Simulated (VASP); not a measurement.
The system is BeBi3.

```
Be Bi
1.0
     6.63027    0.00000    0.00000
    -3.31513    5.74198    0.00000
     0.00000    0.00000    5.32181
Be Bi
2 6
Direct
  0.33333 0.66667 0.25000
  0.66667 0.33333 0.75000
  0.83300 0.66600 0.25000
  0.16700 0.83300 0.75000
  0.33400 0.16700 0.25000
  0.16700 0.33400 0.75000
  0.83300 0.16700 0.25000
  0.66600 0.83300 0.75000
```

| Property | Result |
| --- | --- |
| Program | VASP 6.6.1 |
| Task | relaxation of cell and atoms |
| Functional | PBE |
| Potentials or basis | VASP PAW PBE potentials, release 64 (Be, Bi_d) |
| Cutoff | 600 eV |
| k mesh | 3 × 3 × 4 |
| Occupations | gaussian, width 0.1 eV |
| Spin | no spin polarisation |

At the start: pressure 5.5 GPa; volume 25.33 Å³/atom.

Question: How do energy, volume and symmetry change on relaxing?

Answer: Over 35 steps the energy falls by 346.5 meV/atom and the volume is 30.24 Å³/atom (+19.4 %); space group P6_3/mmc (No. 194, to 0.1 Å) before and after.

Step by step:
| step | energy change (eV) | largest force (eV/Å) | pressure (GPa) | volume (Å³) |
| --- | --- | --- | --- | --- |
| 1 | 0.0000 | 0.6693 | 5.50 | 202.61 |
| 2 | -0.3269 | 0.2848 | -1.87 | 229.20 |
| 3 | -0.3604 | 0.3412 | -0.40 | 222.32 |
| 4 | -0.3971 | 0.2788 | -0.23 | 221.27 |
| 5 | -0.4717 | 0.1183 | 0.43 | 218.12 |
| 6 | -0.3890 | 0.5523 | 2.92 | 211.80 |
| 7 | -0.4874 | 0.0034 | 0.87 | 216.55 |
| 8 | -0.5168 | 0.0141 | 0.44 | 218.31 |
| 9 | -0.6074 | 0.0694 | -0.64 | 223.50 |
| 10 | -0.9436 | 0.0259 | -2.08 | 233.40 |
| 11 | -1.4534 | 0.1357 | -2.59 | 251.01 |
| 12 | -2.4264 | 0.8531 | 2.50 | 275.09 |
| 13 | -1.7672 | 0.3057 | -1.29 | 260.34 |
| 14 | -2.5391 | 0.6281 | 0.56 | 270.18 |
| 15 | -2.5551 | 0.7627 | 1.25 | 271.92 |
| 16 | -2.5936 | 0.5293 | 0.85 | 277.93 |
| 17 | -2.5937 | 0.5116 | 0.81 | 278.41 |
| 18 | -2.6148 | 0.4197 | 0.46 | 278.69 |
| 19 | -2.6425 | 0.1512 | -0.48 | 279.52 |
| 20 | -2.6531 | 0.1104 | -0.51 | 278.21 |
| 21 | -2.6687 | 0.0252 | -0.51 | 275.30 |
| 22 | -2.6711 | 0.0732 | -0.45 | 269.54 |
| 23 | -2.6738 | 0.0622 | -0.48 | 271.48 |
| 24 | -2.6829 | 0.0096 | -0.17 | 268.04 |
| 25 | -2.6869 | 0.2118 | 0.65 | 259.96 |
| 26 | -2.6884 | 0.1403 | 0.37 | 262.64 |
| 27 | -2.6989 | 0.1490 | 0.28 | 261.10 |
| 28 | -2.7093 | 0.1659 | 0.13 | 256.96 |
| 29 | -2.7187 | 0.1166 | -0.15 | 255.86 |
| 30 | -2.7337 | 0.0080 | -0.91 | 252.57 |
| 31 | -2.7432 | 0.0264 | -0.88 | 251.00 |
| 32 | -2.7595 | 0.1068 | -0.79 | 246.80 |
| 33 | -2.7609 | 0.1494 | -0.73 | 244.95 |
| 34 | -2.7674 | 0.1008 | -0.47 | 243.92 |
| 35 | -2.7724 | 0.0015 | 0.07 | 241.89 |

Final structure:
```xyz
8
Lattice="8.5137 0.0000 0.0000 -4.2569 7.3731 0.0000 0.0000 0.0000 3.8535" Properties=species:S:1:pos:R:3 pbc="T T T"
Be    0.0000    4.9154    0.9634
Be    4.2569    2.4577    2.8901
Bi    4.2569    4.3146    0.9634
Bi   -1.6082    5.8439    2.8901
Bi    2.6487    1.5292    0.9634
Bi    0.0000    3.0585    2.8901
Bi    5.8650    1.5292    0.9634
Bi    1.6082    5.8439    2.8901
```

Caveat: the k points lie up to 0.41 Å⁻¹ apart in the final cell, too coarse for converged energies and pressures of a metal; the volume moved by over 15 % at a fixed basis, so the end points are rough.
